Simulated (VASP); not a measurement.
# Cl in VASP: notebook

The runs below take Cl through single point, with r2SCAN+D3(BJ).

Program: VASP 6.6.1. These are calculated values, not measurements. Logs are shortened: lines on timing, memory, paths and dates and some standing lists are left out, and cuts for length are marked.

### Step 1. The cell of the first run

The cell holds a disordered packing, 12 atoms: a = 7.114 Å, b = 7.114 Å, c = 7.114 Å, α = 90.00°, β = 90.00°, γ = 90.00°.

### Step 2. Single point, r2SCAN+D3(BJ)

POSCAR reads:

```
Cl
1.0
    7.1137870000      0.0000000000      0.0000000000
    0.0000000000      7.1137870000      0.0000000000
    0.0000000000      0.0000000000      7.1137870000
Cl
12
Direct
    1.0856247021      0.2552069502      0.8944928615
    0.9531950942      0.2731825472      1.1400755473
    0.6932925661      0.7262547955      0.3189919503
    0.3850693879      0.7146759406      0.3071764155
    0.4920755434      0.1534135100      0.1089625253
    0.5976408911      0.0034420274     -0.1001921495
    0.0445483836      0.7399314505      0.6726146798
    0.2981209382      0.8759607382      0.7231133480
    0.6734054294      0.4581000789      0.7244880688
    0.7300517951      0.2651507995      0.5292080679
    0.0396497190      0.7306193645      0.3165450978
    0.0195934500      0.7287289976      0.0048736875
```

INCAR.step1 reads:

```
SYSTEM = Cl
PREC = Accurate
ENCUT = 520
ISMEAR = -1
SIGMA = 0.02
LREAL = .FALSE.
LASPH = .TRUE.
NELM = 100
NBANDS = 54
GGA = PE
ALGO = Normal
EDIFF = 1E-4
LWAVE = .TRUE.
LCHARG = .FALSE.
```

INCAR.step2 reads:

```
SYSTEM = Cl
PREC = Accurate
ENCUT = 520
EDIFF = 1E-6
ISMEAR = -1
SIGMA = 0.02
LREAL = .FALSE.
LASPH = .TRUE.
NELM = 100
ALGO = Normal
ISIF = 2
LWAVE = .FALSE.
LCHARG = .FALSE.
METAGGA = R2SCAN
LMIXTAU = .TRUE.
IVDW = 12
VDW_S6 = 1.0
VDW_S8 = 0.78981345
VDW_A1 = 0.49484001
VDW_A2 = 5.73083694
NBANDS = 54
ISTART = 1
```

KPOINTS reads:

```
Automatic mesh
0
G
  1 1 1
  0 0 0
```

Potentials or basis: VASP PAW PBE potentials, release 64 (Cl).

On the command line:

```sh
$ cat potpaw_PBE.64/Cl/POTCAR > POTCAR
$ cp INCAR.step1 INCAR
$ mpirun -np 1 vasp_gam > vasp.out
$ cp INCAR.step2 INCAR
$ mpirun -np 1 vasp_gam > vasp.out
```

OUTCAR:

```text
SYSTEM = Cl
   PREC = Accurate
   ENCUT = 520
   EDIFF = 1E-6
   ISMEAR = -1
   LREAL = .FALSE.
   LASPH = .TRUE.
   NELM = 100
   ISIF = 2
   METAGGA = R2SCAN
   IVDW = 12
   ISTART = 1
 IVDW          = 12

 ion  position               nearest neighbor table
   1  0.086  0.255  0.894-   2 1.99
   2  0.953  0.273  0.140-   1 1.99
   3  0.693  0.726  0.319-   4 2.20  11 2.46
   4  0.385  0.715  0.307-   3 2.20  11 2.46
   5  0.492  0.153  0.109-   6 1.98
   6  0.598  0.003  0.900-   5 1.98   8 2.63
   7  0.045  0.740  0.673-   8 2.08  12 2.37  11 2.53
   8  0.298  0.876  0.723-   7 2.08   6 2.63
   9  0.673  0.458  0.724-  10 1.99
  10  0.730  0.265  0.529-   9 1.99
  11  0.040  0.731  0.317-  12 2.22   4 2.46   3 2.46   7 2.53
  12  0.020  0.729  0.005-  11 2.22   7 2.37

  LATTYP: Found a simple cubic cell.
 ALAT       =     7.1137870000

  Lattice vectors:

 A1 = (   7.1137870000,   0.0000000000,   0.0000000000)
 A2 = (   0.0000000000,   7.1137870000,   0.0000000000)
 A3 = (   0.0000000000,   0.0000000000,   7.1137870000)

Analysis of symmetry for initial positions (statically):
=====================================================================
 Subroutine PRICEL returns:
 Original cell was already a primitive cell.

 Routine SETGRP: Setting up the symmetry group for a
 simple cubic supercell.

 Subroutine GETGRP returns: Found  1 space group operations
 (whereof  1 operations were pure point group operations)
 out of a pool of 48 trial point group operations.

The static configuration has the point symmetry C_1 .

Analysis of symmetry for dynamics (positions and initial velocities):
=====================================================================
 Subroutine PRICEL returns:
 Original cell was already a primitive cell.

 Routine SETGRP: Setting up the symmetry group for a
 simple cubic supercell.

 Subroutine GETGRP returns: Found  1 space group operations
 (whereof  1 operations were pure point group operations)
 out of a pool of 48 trial point group operations.

The dynamic configuration has the point symmetry C_1 .

 Subroutine INISYM returns: Found  1 space group operations
 (whereof  1 operations are pure point group operations),
 and found     1 'primitive' translations

----------------------------------------------------------------------------------------

                                     Primitive cell

  volume of cell :     360.0001

  direct lattice vectors                    reciprocal lattice vectors
     7.113787000  0.000000000  0.000000000     0.140572103  0.000000000  0.000000000
     0.000000000  7.113787000  0.000000000     0.000000000  0.140572103  0.000000000
     0.000000000  0.000000000  7.113787000     0.000000000  0.000000000  0.140572103

  length of vectors
     7.113787000  7.113787000  7.113787000     0.140572103  0.140572103  0.140572103

  position of ions in fractional coordinates (direct lattice)
     0.085624702  0.255206950  0.894492861
     0.953195094  0.273182547  0.140075547
     0.693292566  0.726254795  0.318991950
     0.385069388  0.714675941  0.307176416
     0.492075543  0.153413510  0.108962525
     0.597640891  0.003442027  0.899807850
     0.044548384  0.739931451  0.672614680
     0.298120938  0.875960738  0.723113348
     0.673405429  0.458100079  0.724488069
     0.730051795  0.265150799  0.529208068
     0.039649719  0.730619365  0.316545098
     0.019593450  0.728728998  0.004873688

  ion indices of the primitive-cell ions
   primitive index   ion index
                 1           1
                 2           2
                 3           3
                 4           4
                 5           5
                 6           6
                 7           7
                 8           8
                 9           9
                10          10
                11          11
                12          12

----------------------------------------------------------------------------------------

 KPOINTS: Automatic mesh

Automatic generation of k-mesh.
 Grid dimensions read from file:
 generate k-points for:    1    1    1

 Generating k-lattice:

  Cartesian coordinates                     Fractional coordinates (reciprocal lattice)
     0.140572103  0.000000000  0.000000000     1.000000000  0.000000000  0.000000000
     0.000000000  0.140572103  0.000000000     0.000000000  1.000000000  0.000000000
     0.000000000  0.000000000  0.140572103     0.000000000  0.000000000  1.000000000

  Length of vectors
     0.140572103  0.140572103  0.140572103

  Shift w.r.t. Gamma in fractional coordinates (k-lattice)
     0.000000000  0.000000000  0.000000000

 Subroutine IBZKPT returns following result:
 ===========================================

 Found      1 irreducible k-points:

 Following reciprocal coordinates:
            Coordinates               Weight
  0.000000  0.000000  0.000000      1.000000
   k-points           NKPTS =      1   k-points in BZ     NKDIM =      1   number of bands    NBANDS=     54
   number of dos      NEDOS =    301   number of ions     NIONS =     12
   total plane-waves  NPLWV = 157464
   dimension x,y,z NGX =    54 NGY =   54 NGZ =   54
   dimension x,y,z NGXF=   108 NGYF=  108 NGZF=  108
   ions per type =              12
   NGX,Y,Z   is equivalent  to a cutoff of  12.62, 12.62, 12.62 a.u.
   NGXF,Y,Z  is equivalent  to a cutoff of  25.24, 25.24, 25.24 a.u.
 SYSTEM =  Cl
   PREC   = accura    normal or accurate (medium, high low for compatibility)
   ISTART =      1    job   : 0-new  1-cont  2-samecut
   ICHARG =      0    charge: 1-file 2-atom 10-const
   ISPIN  =      1    spin polarized calculation?
   LNONCOLLINEAR =      F non collinear calculations
   LSORBIT =      F    spin-orbit coupling
   LASPH  =      T    aspherical Exc in radial PAW
   ENCUT  =  520.0 eV  38.22 Ry    6.18 a.u.  13.23 13.23 13.23*2*pi/ulx,y,z
   NELM   =    100;   NELMIN=  2; NELMDL=  0     # of ELM steps
   EDIFF  = 0.1E-05   stopping-criterion for ELM
   LREAL  =      F    real-space projection
   EDIFFG = 0.1E-04   stopping-criterion for IOM
   NSW    =      0    number of steps for IOM
   IBRION =     -1    ionic relax: 0-MD 1-quasi-New 2-CG
   NFREE  =      0    steps in history (QN), initial steepest desc. (CG)
   ISIF   =      2    stress and relaxation
   ISYM   =      2    0-nonsym 1-usesym 2-fastsym
   POTIM  = 0.5000    time-step for ionic-motion
   TEBEG  =    0.0;   TEEND  =   0.0 temperature during run
   PSTRESS=    0.0 pullay stress
   NELECT =      84.0000    total number of electrons
   NUPDOWN=      -1.0000    fix difference up-down
   EMIN   =  10.00;   EMAX   =-10.00  energy-range for DOS
   EFERMI =   0.00;   METHOD = LEGACY
   ISMEAR =    -1;   SIGMA  =   0.02  broadening in eV -4-tet -1-fermi 0-gaus
   EFERMI_NEDOS =   21; number of points for ismear=-14 and -15
   IALGO  =     38    algorithm
   IMIX   =      4    mixing-type and parameters
     AMIX     =   0.40;   BMIX     =  1.00
     AMIX_MAG =   1.60;   BMIX_MAG =  1.00
  volume/ion in A,a.u.               =      30.00       202.45
  Fermi-wavevector in a.u.,A,eV,Ry     =   1.007860  1.904580 13.820562  1.015783
  Thomas-Fermi vector in A             =   2.140692
   LORBIT       =      0    0 simple, 1 ext, 2 COOP (PROOUT), +10 PAW based schemes
   METAGGA = R2SCAN    functional components
   LHFCALC =     F    Hartree Fock is set to
   AEXX    =    0.0000 exact exchange contribution
   IVDW    =    12    specifies the selected vdW correction
   LEPSILON=     F    determine dielectric tensor
   LRPA    =     F    only Hartree local field effects (RPA)
 non-spin polarized calculation
  energy-cutoff  :      520.00
  volume of cell :      360.00
 maximum number of plane-waves:      4886
 NGX is ok and might be reduce to    54
   NGX = 27   NGY = 27   NGZ = 27

 number of electron      84.0000004 magnetization

 Free energy of the ion-electron system (eV)
  ---------------------------------------------------
  ext. energy  EPLUGINS =         0.00000000
  ---------------------------------------------------
  free energy    TOTEN  =       -74.46165282 eV

  energy without entropy =      -74.46165282  energy(sigma->0) =      -74.46165282

 E-fermi :  -0.1787     XC(G=0):  -7.8149

 val. band max:       -0.7253886851   @ k =   0.0000   0.0000   0.0000
 cond. band min:       1.0875746211   @ k =   0.0000   0.0000   0.0000
 fundamental gap:      1.8129633063
 Fermi energy:        -0.1787084824

 k-point     1 :       0.0000    0.0000    0.0000
  band No.  band energies     occupation
      1     -19.2077      2.00000
      2     -18.9649      2.00000
      3     -18.6102      2.00000
      4     -18.2875      2.00000
      5     -17.4471      2.00000
      6     -16.0185      2.00000
      7     -15.1326      2.00000
      8     -14.7436      2.00000
      9     -14.3473      2.00000
     10     -14.2054      2.00000
     11     -13.8263      2.00000
     12     -13.7693      2.00000
     13      -7.4383      2.00000
     14      -6.6544      2.00000
     15      -6.5659      2.00000
     16      -6.0867      2.00000
     17      -5.8613      2.00000
     18      -5.4271      2.00000
     19      -5.2850      2.00000
     20      -5.0663      2.00000
     21      -5.0303      2.00000
     22      -4.6034      2.00000
     23      -4.4864      2.00000
     24      -4.4020      2.00000
     25      -4.3101      2.00000
     26      -4.1543      2.00000
     27      -3.8497      2.00000
     28      -3.6108      2.00000
     29      -3.1443      2.00000
     30      -2.7494      2.00000
     31      -2.6187      2.00000
     32      -2.1701      2.00000
     33      -2.0051      2.00000
     34      -1.9555      2.00000
     35      -1.8206      2.00000
     36      -1.7306      2.00000
     37      -1.5790      2.00000
     38      -1.4212      2.00000
     39      -1.2662      2.00000
     40      -1.2256      2.00000
     41      -0.9395      2.00000
     42      -0.7254      2.00000
     43       1.0876      0.00000
     44       1.5855      0.00000
     45       1.7892      0.00000
     46       2.4395      0.00000
     47       2.9301      0.00000
     48       4.0242      0.00000
     49       5.8018      0.00000
     50       7.6630      0.00000
     51       7.9135      0.00000
     52       8.2537      0.00000
     53       8.3379      0.00000
     54       8.4887      0.00000

------------------------ aborting loop because EDIFF is reached ----------------------------------------

 Edisp (eV)   -0.85835

 E8    (eV) :    -0.2147

  FORCE on cell =-STRESS in cart. coord.  units (eV):
  Direction    XX          YY          ZZ          XY          YZ          ZX
  --------------------------------------------------------------------------------------
  -------------------------------------------------------------------------------------
  Total      -0.47479     1.19939    -1.39939     0.29943    -1.44276    -0.79299
  in kB      -2.11307     5.33788    -6.22798     1.33259    -6.42100    -3.52921
  external pressure =       -1.00 kB  Pullay stress =        0.00 kB

 VOLUME and BASIS-vectors are now :
 -----------------------------------------------------------------------------
  energy-cutoff  :      520.00
  volume of cell :      360.00
      direct lattice vectors                 reciprocal lattice vectors
     7.113787000  0.000000000  0.000000000     0.140572103  0.000000000  0.000000000
     0.000000000  7.113787000  0.000000000     0.000000000  0.140572103  0.000000000
     0.000000000  0.000000000  7.113787000     0.000000000  0.000000000  0.140572103

 POSITION                                       TOTAL-FORCE (eV/Angst)
 -----------------------------------------------------------------------------------
      0.60912      1.81549      6.36323        -0.110653     -0.045670      0.213236
      6.78083      1.94336      0.99647         0.166234      0.013557     -0.208941
      4.93194      5.16642      2.26924        -0.000711      0.045769      0.005894
      2.73930      5.08405      2.18519         0.006188     -0.009296      0.016490
      3.50052      1.09135      0.77514         0.065735     -0.145352     -0.204172
      4.25149      0.02449      6.40104         0.025065      0.162816      0.240418
      0.31691      5.26371      4.78484        -0.061150     -0.007914     -0.146305
      2.12077      6.23140      5.14407        -0.027206      0.005136      0.012382
      4.79046      3.25883      5.15385         0.061710     -0.210404     -0.199747
      5.19343      1.88623      3.76467        -0.144609      0.197071      0.143024
      0.28206      5.19747      2.25183         0.000219      0.013144     -0.039701
      0.13938      5.18402      0.03467         0.019177     -0.018858      0.167422
 -----------------------------------------------------------------------------------
    total drift:                                0.000143     -0.000512     -0.001276

  FREE ENERGIE OF THE ION-ELECTRON SYSTEM (eV)
  ---------------------------------------------------
  free  energy   TOTEN  =       -75.3200035517 eV

  energy  without entropy=      -75.3200035517  energy(sigma->0) =      -75.32000355
```

Wall time 52 s (1 thread of Intel Xeon 6975P-C (Granite Rapids), shared host); peak memory 0.39 GiB.

What came out:

```
Free energy                : -75.3200 eV
Pressure                   : -0.1 GPa
Largest force              : 0.297 eV/Å
Dispersion energy per atom : -0.072 eV
```

Forces on the atoms (eV/Å):
```
Cl  -0.111 -0.046  0.213
Cl   0.166  0.014 -0.209
Cl  -0.001  0.046  0.006
Cl   0.006 -0.009  0.016
Cl   0.066 -0.145 -0.204
Cl   0.025  0.163  0.240
Cl  -0.061 -0.008 -0.146
Cl  -0.027  0.005  0.012
Cl   0.062 -0.210 -0.200
Cl  -0.145  0.197  0.143
Cl   0.000  0.013 -0.040
Cl   0.019 -0.019  0.167
```

Stress tensor (GPa, compression positive):
```
-0.21  0.13 -0.35
 0.13  0.53 -0.64
-0.35 -0.64 -0.62
```

Caveat: the k points lie up to 0.88 Å⁻¹ apart; the PAW data sets were made with another functional, which shifts forces and pressure a little.

(Part 1 of 2 ends here.)
